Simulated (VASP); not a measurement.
Set up this calculation in VASP 6.6.1, as the native input.

```yaml
Task: single point
Functional: LDA
Potentials_or_basis: VASP PAW LDA potentials, release 64 (Mo_sv)
Cutoff: 520 eV
k_mesh: 18 × 18 × 18
Occupations: gaussian, width 0.15 eV
Spin: no spin polarisation
Dipole_correction: no
Further_INCAR_settings: ALGO = Normal; EDIFF = 1e-07; NBANDS = 13
```

The structure of Mo lies in POSCAR:

```
Mo
1.0
    2.5303471174      0.0000000000      0.0000000000
   -1.2651735587      2.1913448841      0.0000000000
    0.0000000000      0.0000000000      2.5551807000
Mo
1
Direct
    0.0000000000      0.0000000000      0.5000000000
```

This isn't the form of Mo at room conditions, which is bcc.

This cell differs from its parent crystal: strain -0.0750 x Voigt [1, 1, 0, 0, 0, 0].

These files were run (other wordings do the same):

INCAR

```
SYSTEM = Mo
ALGO     = Normal         ! electronic algorithm
EDIFF    = 1E-7           ! SCF threshold, eV
ENCUT    = 520            ! plane-wave cutoff, eV
ISIF     = 2              ! what is computed and relaxed
ISMEAR   = 0              ! smearing method
LASPH    = .True.         ! aspherical terms in the spheres
LCHARG   = .False.        ! write CHGCAR
LREAL    = .False.        ! projectors in reciprocal space
LWAVE    = .False.        ! write WAVECAR
NBANDS   = 13             ! bands
NELM     = 80             ! most SCF steps
PREC     = Accurate       ! precision mode
SIGMA    = 0.15           ! smearing width, eV
```

KPOINTS

```
k-points
0
Gamma
  18 18 18
  0 0 0
```

Potentials or basis: VASP PAW LDA potentials, release 64 (Mo_sv).

Run with:

```sh
$ cat potpaw_LDA.64/Mo_sv/POTCAR > POTCAR
$ mpirun -np 1 vasp_std > vasp.out
```

It gave:

```yaml
Pressure: 40.4 GPa
Band_gap_on_the_k_mesh: zero (bands 7 and 8 overlap by 2.31 eV)
```

Caveat: the cell differs from its parent crystal (strain -0.0750 x Voigt [1, 1, 0, 0, 0, 0]); the stress differs along the axes, from 10 to 56 GPa.

It took 110 s on 1 thread of Intel Xeon 8259CL, with other jobs on the host, peak memory 0.17 GiB.
